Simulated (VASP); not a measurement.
Ta2SiO3:

```xyz
6
Lattice="5.1879 0.0000 0.0000 -2.5940 4.4929 0.0000 0.0000 0.0000 3.7567" Properties=species:S:1:pos:R:3 pbc="T T T"
Ta    0.0000    2.9953    1.8783
Ta    2.5940    1.4976    1.8783
Si    0.0000    0.0000    0.0000
O     3.0446    0.0000    0.0000
O    -1.5223    2.6367    0.0000
O     1.0717    1.8562    0.0000
```

- Program: VASP 6.6.1
- Task: relaxation of cell and atoms
- Functional: PBE
- Potentials or basis: VASP PAW PBE potentials, release 64 (Ta_pv, Si, O)
- Cutoff: 600 eV
- k mesh: 6 × 6 × 4
- Occupations: gaussian, width 0.1 eV
- Spin: no spin polarisation

At the start: pressure -28.4 GPa; volume 14.59 Å³/atom.

Problem. Where does the relaxation end?

Solution. Over 12 steps the energy falls by 398.3 meV/atom and the volume is 11.76 Å³/atom (-19.5 %); space group P-62m (No. 189, to 0.05 Å).

The path:
| step | energy change (eV) | largest force (eV/Å) | pressure (GPa) | volume (Å³) |
| --- | --- | --- | --- | --- |
| 1 | 0.0000 | 0.3069 | -28.43 | 87.56 |
| 2 | -0.4085 | 0.6206 | 61.50 | 58.41 |
| 3 | -2.2822 | 0.1489 | 0.59 | 70.08 |
| 4 | -2.2851 | 0.1526 | 1.79 | 69.70 |
| 5 | -2.2851 | 0.1563 | 2.87 | 69.37 |
| 6 | -2.3800 | 0.0946 | 1.16 | 70.17 |
| 7 | -2.3873 | 0.0882 | 0.52 | 70.49 |
| 8 | -2.3873 | 0.0886 | 0.54 | 70.46 |
| 9 | -2.3881 | 0.0597 | -0.72 | 70.86 |
| 10 | -2.3882 | 0.0685 | -0.34 | 70.73 |
| 11 | -2.3892 | 0.0485 | -0.19 | 70.67 |
| 12 | -2.3899 | 0.0082 | 0.09 | 70.53 |

Final structure:
```cif
data_structure
_symmetry_space_group_name_H-M 'P 1'
_symmetry_Int_Tables_number 1
_cell_length_a 5.0224
_cell_length_b 5.0224
_cell_length_c 3.2286
_cell_angle_alpha 90.000
_cell_angle_beta 90.000
_cell_angle_gamma 120.000
_cell_volume 70.53
loop_
_atom_site_label
_atom_site_type_symbol
_atom_site_fract_x
_atom_site_fract_y
_atom_site_fract_z
_atom_site_occupancy
Ta1 Ta 0.33333 0.66667 0.50000 1
Ta2 Ta 0.66667 0.33333 0.50000 1
Si1 Si 0.00000 0.00000 0.00000 1
O1 O 0.59398 0.00000 0.00000 1
O2 O 0.00000 0.59398 0.00000 1
O3 O 0.40602 0.40602 0.00000 1
```

Caveat: the volume moved by over 15 % at a fixed basis, so the end points are rough.
